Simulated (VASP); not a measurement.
Input of a VASP 6.6.1 run:

File INCAR:

```
ALGO     = Normal         # electronic algorithm
EDIFF    = 1E-6           # SCF threshold, eV
ENCUT    = 520            # plane-wave cutoff, eV
GGA      = PE             # functional
ISIF     = 2              # what is computed and relaxed
ISMEAR   = 0              # smearing method
LASPH    = True           # aspherical terms in the spheres
LCHARG   = False          # write CHGCAR
LREAL    = False          # projectors in reciprocal space
LWAVE    = False          # write WAVECAR
NBANDS   = 46             # bands
NELM     = 80             # most SCF steps
PREC     = Accurate       # precision mode
SIGMA    = 0.1            # smearing width, eV
```

KPOINTS

```
k-points
0
Gamma
  4 4 4
```

File POSCAR:

```
Ga4As3P
1.0
    5.4941073900      0.0000000000      0.0000000000
    0.0000000000      5.4941073900      0.0000000000
    0.0000000000      0.0000000000      5.4941073900
Ga P As
4 1 3
Direct
    0.7500000000      0.7500000000      0.7500000000
    0.7500000000      0.2500000000      0.2500000000
    0.2500000000      0.7500000000      0.2500000000
    0.2500000000      0.2500000000      0.7500000000
    0.5000000000      0.5000000000      0.5000000000
    0.0000000000      0.0000000000      0.5000000000
    0.0000000000      0.5000000000      0.0000000000
    0.5000000000      0.0000000000      0.0000000000
```

Potentials or basis: VASP PAW PBE potentials, release 64 (Ga_d, P, As).

The run is started by

```sh
$ cat potpaw_PBE.64/Ga_d/POTCAR potpaw_PBE.64/P/POTCAR potpaw_PBE.64/As/POTCAR > POTCAR
$ mpirun -np 1 vasp_std > vasp.out
```

**Question.** What does it give for the pressure?

**Answer.** 8.6 GPa.

**Question.** What does it give for the band gap on the k mesh?

**Answer.** 1.30 eV, direct.

A k mesh can miss the band edges. A hybrid or GW would open this gap; PBE tends to underestimate it.
